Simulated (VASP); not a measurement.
Here is a VASP 6.6.1 calculation.

The input POSCAR:

```
Pb
1.0
   -1.9796595667      1.9796595667      1.9796595667
    1.9796595667     -1.9796595667      1.9796595667
    1.9796595667      1.9796595667     -1.9796595667
Pb
1
Direct
    0.0000000000      0.0000000000      0.0000000000
```

Contents of INCAR.step1:

```
SYSTEM = Pb
  PREC = Accurate
  ENCUT = 520
  EDIFF = 1E-5
  ISMEAR = -1
  SIGMA = 0.05
  LREAL = .False.
  LASPH = .True.
  NELM = 100
  ALGO = Normal
  ISIF = 2
  LWAVE = .True.
  LCHARG = .False.
  GGA = PE
  NBANDS = 13
```

File INCAR.step2:

```
SYSTEM = Pb
  PREC = Accurate
  ENCUT = 520
  EDIFF = 1E-6
  ISMEAR = -1
  SIGMA = 0.05
  LREAL = .False.
  LASPH = .True.
  NELM = 100
  ALGO = Normal
  ISIF = 2
  LWAVE = .False.
  LCHARG = .False.
  GGA = PS
  LHFCALC = .True.
  AEXX = 0.25
  PRECFOCK = Normal
  ISTART = 1
  NBANDS = 13
```

Contents of KPOINTS:

```
Automatic mesh
0
Gamma
  5 5 5
  0 0 0
```

Potentials or basis: VASP PAW PBE potentials, release 64 (Pb_d).

The run is started by

```bash
$ cat potpaw_PBE.64/Pb_d/POTCAR > POTCAR
$ cp INCAR.step1 INCAR
$ mpirun -np 1 vasp_std > vasp.out
$ cp INCAR.step2 INCAR
$ mpirun -np 1 vasp_std > vasp.out
```

Estimate the pressure.

-0.6 GPa.

Predict the band gap on the k mesh.

zero (band 7 reaches 15.43 eV, above the bottom of band 8 at 4.64 eV).

Caveat: the k points lie up to 0.45 Å⁻¹ apart; the PAW data sets were made with another functional, which shifts forces and pressure a little; spin-orbit coupling is left out, which moves the levels of the heavy elements.
